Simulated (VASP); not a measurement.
# ZnO (P6_3/mmc) in VASP: further runs, part 2 of 2

VASP 6.6.1. The steps go on from the part before.

## 3. Single point, PBE (16.02 Å³/atom)

This run uses another cell than the first one, of 16.02 Å³/atom.

File INCAR:

```
  ALGO = Normal
  EDIFF = 1E-6
  ENCUT = 520
  GGA = PE
  ISIF = 2
  ISMEAR = -1
  LASPH = T
  LCHARG = T
  LELF = T
  LREAL = F
  LVHAR = T
  LWAVE = F
  NBANDS = 26
  NELM = 60
  PREC = Accurate
  SIGMA = 0.05
```

File KPOINTS:

```
k-points
0
Gamma
  9 9 4
```

File POSCAR:

```
ZnO
1.0
    3.2435297227      0.0000000000      0.0000000000
   -1.6217648613      2.8089791378      0.0000000000
    0.0000000000      0.0000000000      7.0340722211
Zn O
2 2
Direct
    0.0000000000      0.0000000000      0.2500000000
    0.0000000000      0.0000000000      0.7500000000
    0.6666666667      0.3333333333      0.7500000000
    0.3333333333      0.6666666667      0.2500000000
```

Potentials or basis: VASP PAW PBE potentials, release 64 (Zn, O).

Launch:

```bash
$ cat potpaw_PBE.64/Zn/POTCAR potpaw_PBE.64/O/POTCAR > POTCAR
$ mpirun -np 1 vasp_std > vasp.out
```

OUTCAR:

```text
EDIFF = 1E-6
   ENCUT = 520
   GGA = PE
   ISIF = 2
   ISMEAR = -1
   LASPH = T
   LREAL = F
   NELM = 60
   PREC = Accurate

 ion  position               nearest neighbor table
   1  0.000  0.000  0.250-   4 1.87   4 1.87   4 1.87
   2  0.000  0.000  0.750-   3 1.87   3 1.87   3 1.87
   3  0.667  0.333  0.750-   2 1.87   2 1.87   2 1.87
   4  0.333  0.667  0.250-   1 1.87   1 1.87   1 1.87

  LATTYP: Found a hexagonal cell.
 ALAT       =     3.2435297227
 C/A-ratio  =     2.1686473757

  Lattice vectors:

 A1 = (   3.2435297227,   0.0000000000,   0.0000000000)
 A2 = (  -1.6217648613,   2.8089791378,   0.0000000000)
 A3 = (   0.0000000000,   0.0000000000,   7.0340722211)

Analysis of symmetry for initial positions (statically):
=====================================================================
 Subroutine PRICEL returns:
 Original cell was already a primitive cell.

 Routine SETGRP: Setting up the symmetry group for a
 hexagonal supercell.

 Subroutine GETGRP returns: Found 24 space group operations
 (whereof 12 operations were pure point group operations)
 out of a pool of 24 trial point group operations.

The static configuration has the point symmetry D_3d.
 The point group associated with its full space group is D_6h.

Analysis of symmetry for dynamics (positions and initial velocities):
=====================================================================
 Subroutine PRICEL returns:
 Original cell was already a primitive cell.

 Routine SETGRP: Setting up the symmetry group for a
 hexagonal supercell.

 Subroutine GETGRP returns: Found 24 space group operations
 (whereof 12 operations were pure point group operations)
 out of a pool of 24 trial point group operations.

The dynamic configuration has the point symmetry D_3d.
 The point group associated with its full space group is D_6h.

 Subroutine INISYM returns: Found 24 space group operations
 (whereof 12 operations are pure point group operations),
 and found     1 'primitive' translations

----------------------------------------------------------------------------------------

                                     Primitive cell

  volume of cell :      64.0875

  direct lattice vectors                    reciprocal lattice vectors
     3.243529723  0.000000000  0.000000000     0.308306100  0.178000610  0.000000000
    -1.621764861  2.808979138  0.000000000     0.000000000  0.356001220  0.000000000
     0.000000000  0.000000000  7.034072221     0.000000000  0.000000000  0.142165160

  length of vectors
     3.243529723  3.243529723  7.034072221     0.356001220  0.356001220  0.142165160

  position of ions in fractional coordinates (direct lattice)
     0.000000000  0.000000000  0.250000000
     0.000000000  0.000000000  0.750000000
     0.666666667  0.333333333  0.750000000
     0.333333333  0.666666667  0.250000000

  ion indices of the primitive-cell ions
   primitive index   ion index
                 1           1
                 2           2
                 3           3
                 4           4

----------------------------------------------------------------------------------------

 KPOINTS: k-points

Automatic generation of k-mesh.
 Grid dimensions read from file:
 generate k-points for:    9    9    4

 Generating k-lattice:

  Cartesian coordinates                     Fractional coordinates (reciprocal lattice)
     0.034256233  0.019777846  0.000000000     0.111111111 -0.000000000  0.000000000
     0.000000000  0.039555691  0.000000000     0.000000000  0.111111111  0.000000000
     0.000000000  0.000000000  0.035541290     0.000000000  0.000000000  0.250000000

  Length of vectors
     0.039555691  0.039555691  0.035541290

  Shift w.r.t. Gamma in fractional coordinates (k-lattice)
     0.000000000  0.000000000  0.000000000

 Subroutine IBZKPT returns following result:
 ===========================================

 Found     36 irreducible k-points:

 Following reciprocal coordinates:
            Coordinates               Weight
  0.000000  0.000000  0.000000      1.000000
  0.111111  0.000000  0.000000      6.000000
  0.222222  0.000000  0.000000      6.000000
  0.333333 -0.000000  0.000000      6.000000
  0.444444  0.000000  0.000000      6.000000
  0.111111  0.111111  0.000000      6.000000
[... 16 lines left out ...]
  0.333333  0.222222  0.250000     24.000000
  0.333333  0.333333  0.250000      4.000000
 [... further k-points ...]
   k-points           NKPTS =     36   k-points in BZ     NKDIM =     36   number of bands    NBANDS=     26
   number of dos      NEDOS =    301   number of ions     NIONS =      4
   total plane-waves  NPLWV =  31104
   dimension x,y,z NGX =    24 NGY =   24 NGZ =   54
   dimension x,y,z NGXF=    48 NGYF=   48 NGZF=  108
   ions per type =               2   2
   NGX,Y,Z   is equivalent  to a cutoff of  12.30, 12.30, 12.76 a.u.
   NGXF,Y,Z  is equivalent  to a cutoff of  24.60, 24.60, 25.53 a.u.
 SYSTEM =  unknown system
   PREC   = accura    normal or accurate (medium, high low for compatibility)
   ISTART =      0    job   : 0-new  1-cont  2-samecut
   ICHARG =      2    charge: 1-file 2-atom 10-const
   ISPIN  =      1    spin polarized calculation?
   LNONCOLLINEAR =      F non collinear calculations
   LSORBIT =      F    spin-orbit coupling
   LASPH  =      T    aspherical Exc in radial PAW
   ENCUT  =  520.0 eV  38.22 Ry    6.18 a.u.   6.03  6.03 13.08*2*pi/ulx,y,z
   NELM   =     60;   NELMIN=  2; NELMDL= -5     # of ELM steps
   EDIFF  = 0.1E-05   stopping-criterion for ELM
   LREAL  =      F    real-space projection
   EDIFFG = 0.1E-04   stopping-criterion for IOM
   NSW    =      0    number of steps for IOM
   IBRION =     -1    ionic relax: 0-MD 1-quasi-New 2-CG
   NFREE  =      0    steps in history (QN), initial steepest desc. (CG)
   ISIF   =      2    stress and relaxation
   ISYM   =      2    0-nonsym 1-usesym 2-fastsym
   POTIM  = 0.5000    time-step for ionic-motion
   TEBEG  =    0.0;   TEEND  =   0.0 temperature during run
   PSTRESS=    0.0 pullay stress
   NELECT =      36.0000    total number of electrons
   NUPDOWN=      -1.0000    fix difference up-down
   EMIN   =  10.00;   EMAX   =-10.00  energy-range for DOS
   EFERMI =   0.00;   METHOD = LEGACY
   ISMEAR =    -1;   SIGMA  =   0.05  broadening in eV -4-tet -1-fermi 0-gaus
   EFERMI_NEDOS =   21; number of points for ismear=-14 and -15
   IALGO  =     38    algorithm
   IMIX   =      4    mixing-type and parameters
     AMIX     =   0.40;   BMIX     =  1.00
     AMIX_MAG =   1.60;   BMIX_MAG =  1.00
  volume/ion in A,a.u.               =      16.02       108.12
  Fermi-wavevector in a.u.,A,eV,Ry     =   1.350780  2.552604 24.825277  1.824606
  Thomas-Fermi vector in A             =   2.478256
   LORBIT       =      0    0 simple, 1 ext, 2 COOP (PROOUT), +10 PAW based schemes
   GGA     = PE    functional components
   LHFCALC =     F    Hartree Fock is set to
   AEXX    =    0.0000 exact exchange contribution
   IVDW    =     0    specifies the selected vdW correction
   LEPSILON=     F    determine dielectric tensor
   LRPA    =     F    only Hartree local field effects (RPA)
 non-spin polarized calculation
  energy-cutoff  :      520.00
  volume of cell :       64.09
 maximum number of plane-waves:      1752
   NGX = 13   NGY = 13   NGZ = 27

 number of electron      36.0000019 magnetization

 Free energy of the ion-electron system (eV)
  ---------------------------------------------------
  ext. energy  EPLUGINS =         0.00000000
  ---------------------------------------------------
  free energy    TOTEN  =       -16.93157069 eV

  energy without entropy =      -16.93156474  energy(sigma->0) =      -16.93156771

 E-fermi :   0.0384     XC(G=0):  -9.1173

 val. band max:       -0.4416158191   @ k =   0.0000   0.0000   0.0000
 cond. band min:       0.3824251753   @ k =   0.0000   0.0000   0.0000
 fundamental gap:      0.8240409944
 Fermi energy:         0.0384258036

 k-point     1 :       0.0000    0.0000    0.0000
  band No.  band energies     occupation
      1     -18.2210      2.00000
      2     -18.1308      2.00000
      3      -6.7882      2.00000
      4      -6.7882      2.00000
      5      -6.7721      2.00000
      6      -6.7721      2.00000
[... 685 lines left out ...]
     25       9.4157      0.00000
     26      10.0430      0.00000

 [... further k-points ...]

------------------------ aborting loop because EDIFF is reached ----------------------------------------

  FORCE on cell =-STRESS in cart. coord.  units (eV):
  Direction    XX          YY          ZZ          XY          YZ          ZX
  --------------------------------------------------------------------------------------
  -------------------------------------------------------------------------------------
  Total        2.4249237      2.4249237      0.1471848      0.0000000      0.0000000      0.0000000
  in kB       60.6227237     60.6227237      3.6795981      0.0000000      0.0000000      0.0000000
  external PRESSURE =      41.6416818 kB  Pullay stress =       0.0000000 kB

 VOLUME and BASIS-vectors are now :
 -----------------------------------------------------------------------------
  energy-cutoff  :      520.00
  volume of cell :       64.09
      direct lattice vectors                 reciprocal lattice vectors
     3.243529723  0.000000000  0.000000000     0.308306100  0.178000610  0.000000000
    -1.621764861  2.808979138  0.000000000     0.000000000  0.356001220  0.000000000
     0.000000000  0.000000000  7.034072221     0.000000000  0.000000000  0.142165160

 POSITION                                       TOTAL-FORCE (eV/Angst)
 -----------------------------------------------------------------------------------
      0.00000      0.00000      1.75852        -0.000000     -0.000000     -0.000000
      0.00000      0.00000      5.27555         0.000000      0.000000      0.000000
      1.62176      0.93633      5.27555        -0.000000     -0.000000     -0.000000
     -0.00000      1.87265      1.75852         0.000000      0.000000      0.000000
 -----------------------------------------------------------------------------------
    total drift:                               -0.000000      0.000000      0.000000

  FREE ENERGIE OF THE ION-ELECTRON SYSTEM (eV)
  ---------------------------------------------------
  free  energy   TOTEN  =       -16.9315706877 eV

  energy  without entropy=      -16.9315647354  energy(sigma->0) =      -16.93156771
```

stdout:

```text
POSCAR found type information on POSCAR ZnO
 POSCAR found :  2 types and       4 ions
 scaLAPACK will be used
 LDA part: xc-table for (Slater+PW92), standard interpolation
 POSCAR, INCAR and KPOINTS ok, starting setup
 FFT: planning ... GRIDC
 FFT: planning ... GRID_SOFT
 FFT: planning ... GRID
 WAVECAR not read
 entering main loop
```

It took 72 s on 1 thread of Intel Xeon 8259CL, shared host; peak memory 0.2 GiB.

Results:

```yaml
Free_energy: -16.9316 eV
Pressure: 4.2 GPa
Band_gap_on_the_k_mesh: 0.82 eV
```

Caveat: the stress differs along the axes, from 0 to 6 GPa. A k mesh can miss the band edges.
